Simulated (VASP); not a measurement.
MoS2:

```
CELL_PARAMETERS angstrom
3.16900 0.00000 0.00000
-1.58450 2.74443 0.00000
0.00000 0.00000 12.32400
ATOMIC_POSITIONS crystal
Mo 0.66667 0.33333 0.75000
Mo 0.33333 0.66667 0.25000
S 0.66667 0.33333 0.37700
S 0.33333 0.66667 0.87700
S 0.66667 0.33333 0.12300
S 0.33333 0.66667 0.62300
```

Base run:

| Property | Result |
| --- | --- |
| Program | VASP 6.6.1 |
| Functional | RPBE |
| Potentials or basis | VASP PAW PBE potentials, release 64 (Mo_sv, S) |
| Cutoff | 520 eV |
| k mesh | 10 × 10 × 3 |
| Occupations | fermi-dirac, width 0.05 eV |
| Spin | no spin polarisation |

Its results: band gap on the k mesh 0.99 eV, indirect (least direct gap 1.87 eV); pressure 4.5 GPa; largest force 0.024 eV/Å.

The run is repeated on the same cell with these changes: functional from RPBE to revPBE. What comes out?

Band gap on the k mesh 0.98 eV, indirect (least direct gap 1.87 eV); pressure 3.7 GPa; largest force 0.041 eV/Å.

Caveats: the PAW data sets were made with another functional, which shifts forces and pressure a little; this functional lacks dispersion, which binds the layers, so the pressure and a relaxed spacing across them are unreliable.

A k mesh can miss the band edges.
